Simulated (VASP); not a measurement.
I:

```xyz
2
Lattice="4.1804 -2.1847 0.0000 4.1804 2.1847 0.0000 -3.5888 0.0000 5.4330" Properties=species:S:1:pos:R:3 pbc="T T T"
I     4.3410    0.0000    1.3996
I     0.4310    0.0000    4.0335
```

| Item | Value |
| --- | --- |
| Program | VASP 6.6.1 |
| Task | relaxation of cell and atoms |
| Functional | PBE |
| Potentials or basis | VASP PAW PBE potentials, release 64 (I) |
| Cutoff | 600 eV |
| k mesh | 6 × 6 × 4 |
| Occupations | gaussian, width 0.1 eV |
| Spin | no spin polarisation |

At the start: pressure 0.0 GPa; volume 49.62 Å³/atom.

Problem. How do energy, volume and symmetry change on relaxing?

Solution. Over 11 steps the energy falls by 5.0 meV/atom and the volume is 55.33 Å³/atom (+11.5 %); space group C2/m (No. 12, to 0.05 Å).

The path:
| step | energy change (eV) | largest force (eV/Å) | pressure (GPa) | volume (Å³) |
| --- | --- | --- | --- | --- |
| 1 | 0.0000 | 0.0243 | 0.02 | 99.24 |
| 2 | -0.0010 | 0.0390 | 0.21 | 99.31 |
| 3 | -0.0010 | 0.0461 | 0.23 | 99.32 |
| 4 | -0.0018 | 0.0416 | 0.21 | 99.74 |
| 5 | -0.0039 | 0.0284 | 0.17 | 100.99 |
| 6 | -0.0068 | 0.0019 | 0.08 | 103.50 |
| 7 | -0.0092 | 0.0500 | -0.05 | 108.55 |
| 8 | -0.0093 | 0.0602 | -0.07 | 109.57 |
| 9 | -0.0087 | 0.0604 | 0.22 | 110.50 |
| 10 | -0.0096 | 0.0182 | 0.03 | 109.92 |
| 11 | -0.0100 | 0.0063 | 0.02 | 110.67 |

Final structure:
```
I
1.0
     4.68182   -2.18483   -0.00380
     4.68182    2.18483   -0.00380
    -4.02472    0.00000    5.41279
I
2
Direct
  0.63033 0.63033 0.25762
  0.36967 0.36967 0.74238
```
